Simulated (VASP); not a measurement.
# LiRu (Cmmm) in VASP: single point with PBE

Aim: the single point of LiRu with PBE.

Program: VASP 6.6.1. These are calculated values, not measurements. Logs are shortened: lines on timing, memory, paths and dates and some standing lists are left out, and cuts for length are marked.

### Step 1. The cell of the first run

It takes space group Cmmm (No. 65, orthorhombic). Conventional cell: a = 4.645 Å, b = 5.212 Å, c = 2.084 Å, α = 90.00°, β = 90.00°, γ = 90.00°. Li (site symmetry mmm) has 2 Li at 2.08 Å and 4 Ru at 2.32 to 2.61 Å within 2.8 Å. Within 2.8 Å of Ru (site symmetry mmm) lie 2 Ru at 2.08 Å and 4 Li at 2.32 to 2.61 Å.

The cell was generated, and may not be a known phase.

### Step 2. Single point, PBE

INCAR reads:

```
PREC = Accurate
ENCUT = 880
EDIFF = 1E-6
ISMEAR = 0
SIGMA = 0.1
LREAL = False
LASPH = True
NELM = 120
ALGO = Normal
ISIF = 2
LWAVE = False
LCHARG = False
GGA = PE
NBANDS = 16
GGA_COMPAT = False
```

KPOINTS reads:

```
Automatic mesh
0
Gamma
  6 6 8
```

POSCAR reads:

```
LiRu
1.0
    2.3224555100     -2.6057814300      0.0000000000
    2.3224555100      2.6057814300      0.0000000000
    0.0000000000      0.0000000000      2.0837041900
Li Ru
1 1
Direct
    0.5000000000      0.5000000000      0.0000000000
    0.0000000000      0.0000000000      0.0000000000
```

Potentials or basis: VASP PAW PBE potentials, release 64 (Li_sv, Ru_sv).

Run with:

```
$ cat potpaw_PBE.64/Li_sv/POTCAR potpaw_PBE.64/Ru_sv/POTCAR > POTCAR
$ mpirun -np 1 vasp_std > vasp.out
```

OUTCAR:

```text
PREC = Accurate
   ENCUT = 880
   EDIFF = 1E-6
   ISMEAR = 0
   LREAL = False
   LASPH = True
   NELM = 120
   ISIF = 2
   GGA = PE

 ion  position               nearest neighbor table
   1  0.500  0.500  0.000-   2 2.32   2 2.32   2 2.61   2 2.61
   2  0.000  0.000  0.000-   1 2.32   1 2.32   1 2.61   1 2.61

  LATTYP: Found a base centered orthorhombic cell.
 ALAT       =     4.6449110200
 B/A-ratio  =     1.1219941216
 C/A-ratio  =     0.4485993770

  Lattice vectors:

 A1 = (   2.3224555100,  -2.6057814300,   0.0000000000)
 A2 = (   2.3224555100,   2.6057814300,   0.0000000000)
 A3 = (   0.0000000000,   0.0000000000,   2.0837041900)

Analysis of symmetry for initial positions (statically):
=====================================================================
 Subroutine PRICEL returns:
 Original cell was already a primitive cell.

 Routine SETGRP: Setting up the symmetry group for a
 base centered orthorhombic supercell.

 Subroutine GETGRP returns: Found  8 space group operations
 (whereof  8 operations were pure point group operations)
 out of a pool of  8 trial point group operations.

The static configuration has the point symmetry D_2h.

Analysis of symmetry for dynamics (positions and initial velocities):
=====================================================================
 Subroutine PRICEL returns:
 Original cell was already a primitive cell.

 Routine SETGRP: Setting up the symmetry group for a
 base centered orthorhombic supercell.

 Subroutine GETGRP returns: Found  8 space group operations
 (whereof  8 operations were pure point group operations)
 out of a pool of  8 trial point group operations.

The dynamic configuration has the point symmetry D_2h.

 Subroutine INISYM returns: Found  8 space group operations
 (whereof  8 operations are pure point group operations),
 and found     1 'primitive' translations

----------------------------------------------------------------------------------------

                                     Primitive cell

  volume of cell :      25.2204

  direct lattice vectors                    reciprocal lattice vectors
     2.322455510 -2.605781430  0.000000000     0.215289377 -0.191881021  0.000000000
     2.322455510  2.605781430  0.000000000     0.215289377  0.191881021  0.000000000
     0.000000000  0.000000000  2.083704190     0.000000000  0.000000000  0.479914570

  length of vectors
     3.490543863  3.490543863  2.083704190     0.288388353  0.288388353  0.479914570

  position of ions in fractional coordinates (direct lattice)
     0.500000000  0.500000000  0.000000000
     0.000000000  0.000000000  0.000000000

  ion indices of the primitive-cell ions
   primitive index   ion index
                 1           1
                 2           2

----------------------------------------------------------------------------------------

 KPOINTS: Automatic mesh

Automatic generation of k-mesh.
 Grid dimensions read from file:
 generate k-points for:    6    6    8

 Generating k-lattice:

  Cartesian coordinates                     Fractional coordinates (reciprocal lattice)
     0.035881563 -0.031980170  0.000000000     0.166666667  0.000000000  0.000000000
     0.035881563  0.031980170  0.000000000     0.000000000  0.166666667  0.000000000
     0.000000000  0.000000000  0.059989321     0.000000000  0.000000000  0.125000000

  Length of vectors
     0.048064725  0.048064725  0.059989321

  Shift w.r.t. Gamma in fractional coordinates (k-lattice)
     0.000000000  0.000000000  0.000000000

 Subroutine IBZKPT returns following result:
 ===========================================

 Found     65 irreducible k-points:

 Following reciprocal coordinates:
            Coordinates               Weight
  0.000000  0.000000  0.000000      1.000000
  0.166667  0.000000  0.000000      4.000000
  0.333333  0.000000  0.000000      4.000000
  0.500000  0.000000  0.000000      2.000000
  0.166667  0.166667  0.000000      2.000000
  0.333333  0.166667  0.000000      4.000000
[... 16 lines left out ...]
  0.333333  0.333333  0.125000      4.000000
  0.500000  0.333333  0.125000      8.000000
 [... further k-points ...]
   k-points           NKPTS =     65   k-points in BZ     NKDIM =     65   number of bands    NBANDS=     16
   number of dos      NEDOS =    301   number of ions     NIONS =      2
   total plane-waves  NPLWV =  25920
   dimension x,y,z NGX =    36 NGY =   36 NGZ =   20
   dimension x,y,z NGXF=    72 NGYF=   72 NGZF=   40
   ions per type =               1   1
   NGX,Y,Z   is equivalent  to a cutoff of  17.15, 17.15, 15.96 a.u.
   NGXF,Y,Z  is equivalent  to a cutoff of  34.29, 34.29, 31.91 a.u.
 SYSTEM =  unknown system
   PREC   = accura    normal or accurate (medium, high low for compatibility)
   ISTART =      0    job   : 0-new  1-cont  2-samecut
   ICHARG =      2    charge: 1-file 2-atom 10-const
   ISPIN  =      1    spin polarized calculation?
   LNONCOLLINEAR =      F non collinear calculations
   LSORBIT =      F    spin-orbit coupling
   LASPH  =      T    aspherical Exc in radial PAW
   ENCUT  =  880.0 eV  64.68 Ry    8.04 a.u.   8.44  8.44  5.04*2*pi/ulx,y,z
   NELM   =    120;   NELMIN=  2; NELMDL= -5     # of ELM steps
   EDIFF  = 0.1E-05   stopping-criterion for ELM
   LREAL  =      F    real-space projection
   EDIFFG = 0.1E-04   stopping-criterion for IOM
   NSW    =      0    number of steps for IOM
   IBRION =     -1    ionic relax: 0-MD 1-quasi-New 2-CG
   NFREE  =      0    steps in history (QN), initial steepest desc. (CG)
   ISIF   =      2    stress and relaxation
   ISYM   =      2    0-nonsym 1-usesym 2-fastsym
   POTIM  = 0.5000    time-step for ionic-motion
   TEBEG  =    0.0;   TEEND  =   0.0 temperature during run
   PSTRESS=    0.0 pullay stress
   NELECT =      19.0000    total number of electrons
   NUPDOWN=      -1.0000    fix difference up-down
   EMIN   =  10.00;   EMAX   =-10.00  energy-range for DOS
   EFERMI =   0.00;   METHOD = LEGACY
   ISMEAR =     0;   SIGMA  =   0.10  broadening in eV -4-tet -1-fermi 0-gaus
   EFERMI_NEDOS =   21; number of points for ismear=-14 and -15
   IALGO  =     38    algorithm
   IMIX   =      4    mixing-type and parameters
     AMIX     =   0.40;   BMIX     =  1.00
     AMIX_MAG =   1.60;   BMIX_MAG =  1.00
  volume/ion in A,a.u.               =      12.61        85.10
  Fermi-wavevector in a.u.,A,eV,Ry     =   1.489620  2.814974 30.190897  2.218968
  Thomas-Fermi vector in A             =   2.602506
   LORBIT       =      0    0 simple, 1 ext, 2 COOP (PROOUT), +10 PAW based schemes
   GGA     = PE    functional components
   LHFCALC =     F    Hartree Fock is set to
   AEXX    =    0.0000 exact exchange contribution
   IVDW    =     0    specifies the selected vdW correction
   LEPSILON=     F    determine dielectric tensor
   LRPA    =     F    only Hartree local field effects (RPA)
 non-spin polarized calculation
 Gauss-broadening in eV      SIGMA  =   0.10
  energy-cutoff  :      880.00
  volume of cell :       25.22
 maximum number of plane-waves:      1515
 NGX is ok and might be reduce to    36
   NGX = 17   NGY = 17   NGZ = 11

 number of electron      18.9999998 magnetization

 Free energy of the ion-electron system (eV)
  ---------------------------------------------------
  ext. energy  EPLUGINS =         0.00000000
  ---------------------------------------------------
  free energy    TOTEN  =        -8.78323203 eV

  energy without entropy =       -8.77628955  energy(sigma->0) =       -8.77976079

 E-fermi :   9.0796     XC(G=0): -11.5454

 val. band max:        9.0736841845   @ k =   0.3333   0.1667   0.2500
 cond. band min:       9.0910849859   @ k =   0.0000   0.0000   0.5000
 fundamental gap:      0.0174008014
 Fermi energy:         9.0796091318

 k-point     1 :       0.0000    0.0000    0.0000
  band No.  band energies     occupation
      1     -64.0724      2.00000
      2     -36.8112      2.00000
      3     -33.6044      2.00000
      4     -33.5886      2.00000
      5     -32.1948      2.00000
      6       2.0877      2.00000
[... 8 lines left out ...]
     15      23.0770      0.00000
     16      23.1076      0.00000

 k-point     2 :       0.1667    0.0000    0.0000
  band No.  band energies     occupation
      1     -64.0719      2.00000
      2     -36.8153      2.00000
      3     -33.6036      2.00000
      4     -33.5919      2.00000
      5     -32.1946      2.00000
      6       2.0930      2.00000
[... 8 lines left out ...]
     15      22.8857      0.00000
     16      24.2042      0.00000

 k-point     3 :       0.3333    0.0000    0.0000
  band No.  band energies     occupation
      1     -64.0710      2.00000
      2     -36.8237      2.00000
      3     -33.6102      2.00000
      4     -33.5905      2.00000
      5     -32.1941      2.00000
      6       2.1033      2.00000
[... 8 lines left out ...]
     15      21.8506      0.00000
     16      25.2386      0.00000

 k-point     4 :       0.5000    0.0000    0.0000
  band No.  band energies     occupation
      1     -64.0705      2.00000
      2     -36.8279      2.00000
      3     -33.6152      2.00000
      4     -33.5879      2.00000
      5     -32.1939      2.00000
      6       2.1083      2.00000
[... 8 lines left out ...]
     15      20.6526      0.00000
     16      25.1782      0.00000

 k-point     5 :       0.1667    0.1667    0.0000
  band No.  band energies     occupation
      1     -64.0714      2.00000
      2     -36.8225      2.00000
      3     -33.5988      2.00000
      4     -33.5953      2.00000
      5     -32.1944      2.00000
      6       2.0982      2.00000
[... 8 lines left out ...]
     15      23.8780      0.00000
     16      25.0289      0.00000

 k-point     6 :       0.3333    0.1667    0.0000
  band No.  band energies     occupation
      1     -64.0705      2.00000
      2     -36.8264      2.00000
      3     -33.6112      2.00000
      4     -33.5943      2.00000
      5     -32.1939      2.00000
      6       2.1095      2.00000
[... 8 lines left out ...]
     15      21.4949      0.00000
     16      26.4042      0.00000

 k-point     7 :       0.5000    0.1667    0.0000
  band No.  band energies     occupation
      1     -64.0701      2.00000
      2     -36.8231      2.00000
      3     -33.6193      2.00000
      4     -33.5992      2.00000
      5     -32.1937      2.00000
      6       2.1156      2.00000
[... 8 lines left out ...]
     15      21.8016      0.00000
     16      26.9029      0.00000

 k-point     8 :      -0.3333    0.1667    0.0000
  band No.  band energies     occupation
      1     -64.0706      2.00000
      2     -36.8159      2.00000
      3     -33.6178      2.00000
      4     -33.6023      2.00000
      5     -32.1939      2.00000
      6       2.1107      2.00000
[... 8 lines left out ...]
     15      22.0042      0.00000
     16      25.9303      0.00000

 k-point     9 :      -0.1667    0.1667    0.0000
  band No.  band energies     occupation
      1     -64.0715      2.00000
      2     -36.8120      2.00000
      3     -33.6122      2.00000
      4     -33.5965      2.00000
      5     -32.1944      2.00000
      6       2.0994      2.00000
[... 8 lines left out ...]
     15      21.8081      0.00000
     16      24.1364      0.00000
[... 172 lines left out ...]
 k-point    19 :       0.3333    0.1667    0.1250
  band No.  band energies     occupation
      1     -63.9427      2.00000
      2     -36.7904      2.00000
      3     -33.5203      2.00000
      4     -33.5041      2.00000
      5     -32.9523      2.00000
      6       3.6606      2.00000
[... 8 lines left out ...]
     15      22.1500      0.00000
     16      26.6682      0.00000

 k-point    20 :       0.5000    0.1667    0.1250
  band No.  band energies     occupation
      1     -63.9423      2.00000
      2     -36.7872      2.00000
      3     -33.5282      2.00000
      4     -33.5088      2.00000
      5     -32.9519      2.00000
      6       3.6763      2.00000
[... 8 lines left out ...]
     15      22.1818      0.00000
     16      27.7428      0.00000

 k-point    21 :      -0.3333    0.1667    0.1250
  band No.  band energies     occupation
      1     -63.9427      2.00000
      2     -36.7804      2.00000
      3     -33.5266      2.00000
      4     -33.5117      2.00000
      5     -32.9523      2.00000
      6       3.6651      2.00000
[... 8 lines left out ...]
     15      22.2426      0.00000
     16      25.6669      0.00000

 k-point    22 :      -0.1667    0.1667    0.1250
  band No.  band energies     occupation
      1     -63.9436      2.00000
      2     -36.7768      2.00000
      3     -33.5210      2.00000
      4     -33.5062      2.00000
      5     -32.9530      2.00000
      6       3.6174      2.00000
[... 8 lines left out ...]
     15      22.0753      0.00000
     16      23.3047      0.00000

 k-point    23 :       0.3333    0.3333    0.1250
  band No.  band energies     occupation
      1     -63.9418      2.00000
      2     -36.7855      2.00000
      3     -33.5278      2.00000
      4     -33.5199      2.00000
      5     -32.9516      2.00000
      6       3.7027      2.00000
[... 8 lines left out ...]
     15      24.6189      0.00000
     16      27.3655      0.00000

 k-point    24 :       0.5000    0.3333    0.1250
  band No.  band energies     occupation
      1     -63.9415      2.00000
      2     -36.7780      2.00000
      3     -33.5365      2.00000
      4     -33.5298      2.00000
      5     -32.9512      2.00000
      6       3.7193      2.00000
[... 8 lines left out ...]
     15      25.3422      0.00000
     16      28.2888      0.00000

 [... further k-points ...]
[... 5 lines left out ...]
  --------------------------------------------------------------------------------------
  -------------------------------------------------------------------------------------
  Total        3.2186503     -0.9029444     14.4000844     -0.0000000      0.0000000      0.0000000
  in kB      204.4715695    -57.3614502    914.7958195     -0.0000000      0.0000000      0.0000000
  external PRESSURE =     353.9686463 kB  Pullay stress =       0.0000000 kB

 VOLUME and BASIS-vectors are now :
 -----------------------------------------------------------------------------
  energy-cutoff  :      880.00
  volume of cell :       25.22
      direct lattice vectors                 reciprocal lattice vectors
     2.322455510 -2.605781430  0.000000000     0.215289377 -0.191881021  0.000000000
     2.322455510  2.605781430  0.000000000     0.215289377  0.191881021  0.000000000
     0.000000000  0.000000000  2.083704190     0.000000000  0.000000000  0.479914570

 POSITION                                       TOTAL-FORCE (eV/Angst)
 -----------------------------------------------------------------------------------
      2.32246      0.00000      0.00000         0.000000     -0.000000      0.000000
      0.00000      0.00000      0.00000         0.000000      0.000000      0.000000
 -----------------------------------------------------------------------------------
    total drift:                                0.000000      0.000000      0.000000

  FREE ENERGIE OF THE ION-ELECTRON SYSTEM (eV)
  ---------------------------------------------------
  free  energy   TOTEN  =        -8.7832320268 eV

  energy  without entropy=       -8.7762895548  energy(sigma->0) =       -8.77976079
```

It took 20 s on 1 thread of Intel Xeon Platinum 8488C (Sapphire Rapids), shared host; peak memory 0.2 GiB.

What came out:

```
Free energy            : -8.7832 eV
Pressure               : 35.4 GPa
Band gap on the k mesh : zero (an odd number of electrons rules out a gap without spin polarisation)
```

Stress tensor (GPa, compression positive):
```
20.45  0.00  0.00
 0.00 -5.74  0.00
 0.00  0.00 91.48
```

Caveat: the k points lie up to 0.38 Å⁻¹ apart, too coarse for converged energies and pressures of a metal.
